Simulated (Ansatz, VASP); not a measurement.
**CdSe in VASP and in Ansatz**

File INCAR:

```
PREC = Accurate
ENCUT = 520
EDIFF = 1E-6
ISMEAR = -1
SIGMA = 0.05
LREAL = False
LASPH = True
NELM = 150
ALGO = Normal
ISIF = 2
LWAVE = False
LCHARG = False
ISPIN = 2
MAGMOM = 1 0
LORBIT = 11
NUPDOWN = 1.0
GGA = PE
IVDW = 13
NBANDS = 20
```

KPOINTS

```
Automatic mesh
0
Gamma
  8 8 8
```

POSCAR

```
CdSe
1.0
    0.0000000000      3.0496647307      3.0496647307
    3.0496647307      0.0000000000      3.0496647307
    3.0496647307      3.0496647307      0.0000000000
Cd Se
1 1
Direct
    0.0000000000      0.0000000000      0.0000000000
    0.2500000000      0.2500000000      0.2500000000
```

Contents of input.yaml:

```yaml
crystal:
  lattice:
    - [0.0, 3.0496647307, 3.0496647307]
    - [3.0496647307, 0.0, 3.0496647307]
    - [3.0496647307, 3.0496647307, 0.0]
  atoms:
    - { symbol: Cd, position: [0.0, 0.0, 0.0], spin: 1.0 }
    - { symbol: Se, position: [0.25, 0.25, 0.25] }
kpoints:
  mp_grid: { grid: [8, 8, 8] }
scf:
  occupations: { method: fermi_dirac, width: 0.05 }
hamiltonian:
  xc: pbe
  dispersion: d4
  pseudopotentials: { kind: all_electron, lapw: { basis_error: 0.002 } }
magnetization:
  spin_polarized: true
  initial_magnetization: 1.0
  spin_locking: { lock_magnetization: hard }
output:
  forces: true
  stress: true
  eigenvalues: true
```

Change from the starting cell: volume scaled by 0.98.

Alike in both runs: task single point; functional PBE; dispersion D4; k mesh 8 × 8 × 8; occupations fermi-dirac, width 0.05 eV; collinear spin; fixed moment 1 μB.

|  | VASP | Ansatz |
| --- | --- | --- |
| version | VASP 6.6.1 | Ansatz 0.2.0 |
| potentials or method | VASP PAW PBE potentials, release 64 (Cd, Se), cutoff 520 eV | all-electron LAPW, scalar-relativistic |

```tsv
	VASP	Ansatz	Ansatz less VASP
pressure (GPa)	4.6	4.3	-0.31
size of the moment on the site where the two differ most (μB)	0.40	0.44	+0.047
```

Site moments also hang on the region over which each program counts them. Ansatz ran all-electron here, and VASP with PAW potentials.
